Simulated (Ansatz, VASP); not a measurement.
WSe2 in VASP and in Ansatz

```xyz
6
Lattice="3.2178 0.0317 0.0001 -1.5814 2.8530 -0.0427 0.0002 -0.1944 13.1915" Properties=species:S:1:pos:R:3 pbc="T T T"
W     0.0480    1.9478    3.4622
W     1.6112    0.9050   10.1225
Se    0.0505    1.7982    8.1229
Se    1.5919    0.9701    1.4288
Se   -0.2265    1.7250   11.2888
Se    1.8346    0.7247    5.0212
```

Change from the starting cell: all atoms moved at random (sigma 0.15 Å a component), cell strained at random (sigma 0.03).

Alike in both runs: task single point; functional PBE; dispersion D3(BJ); k mesh 12 × 12 × 2; occupations gaussian, width 0.05 eV; no spin polarisation.

```csv
,VASP,Ansatz
version,VASP 6.6.1,Ansatz 0.2.0
potentials or method,"VASP PAW PBE potentials, release 64 (W_sv, Se), cutoff 520 eV","scalar-relativistic, plane waves, PAW"
valence electrons in the cell,52,92
```

Ansatz gave:

```
gap on the k mesh at the Fermi level (eV)                     : none
pressure (GPa)                                                : 16.0
traceless stress, the component that is largest in VASP (GPa) : 16.38
rms of the force components (eV/Å)                            : 6.162
```

Problem. Which values does VASP return?

Solution. gap on the k mesh at the Fermi level (eV): none; pressure (GPa): 16.4; traceless stress, the component that is largest in VASP (GPa): 16.46; rms of the force components (eV/Å): 6.199.

Atom by atom the forces differ by 0.042 eV/Å (rms over components). A gap of «none» marks a metal or a gap that the smearing closes. VASP's potentials hold 52 valence electrons a cell and Ansatz's 92, so a difference there can come from the potentials and not from the codes.

Neither program's run includes spin-orbit coupling.
